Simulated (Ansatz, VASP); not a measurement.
SiO2 in VASP and in Ansatz

```
Si O
1.0
     4.22190    0.00000    0.00000
     0.00000    4.22190    0.00000
     0.00000    0.00000    2.66780
Si O
2 4
Direct
  0.00000 0.00000 0.00000
  0.50000 0.50000 0.50000
  0.30670 0.30670 0.00000
  0.19330 0.80670 0.50000
  0.69330 0.69330 0.00000
  0.80670 0.19330 0.50000
```

Change from the starting cell: equal xx and yy strain of +1 %, crystal datasets.

Alike in both runs: task electric field gradients; functional PBE; k mesh 6 × 6 × 9; occupations fermi-dirac, width 0.03 eV; no spin polarisation.

```csv
,VASP,Ansatz
version,VASP 6.6.1,Ansatz 0.2.0
potentials or method,"VASP PAW PBE potentials, release 64 (Si, O), cutoff 520 eV","all-electron PAW with datasets made for the crystal, scalar-relativistic"
```

```csv
,VASP,Ansatz,Ansatz less VASP
gap on the k mesh at the Fermi level (eV),5.30,5.33,+0.027
pressure (GPa),4.9,4.8,-0.17
"traceless stress, the component that is largest in VASP (GPa)",2.92,2.47,-0.452
rms of the force components (eV/Å),0.019,0.009,-0.0102
size of Vzz on the site where it differs most (V/Å²),26.2,23.2,-2.94
```

Atom by atom the forces differ by 0.010 eV/Å (rms over components). Ansatz ran all-electron here, and VASP with PAW potentials.
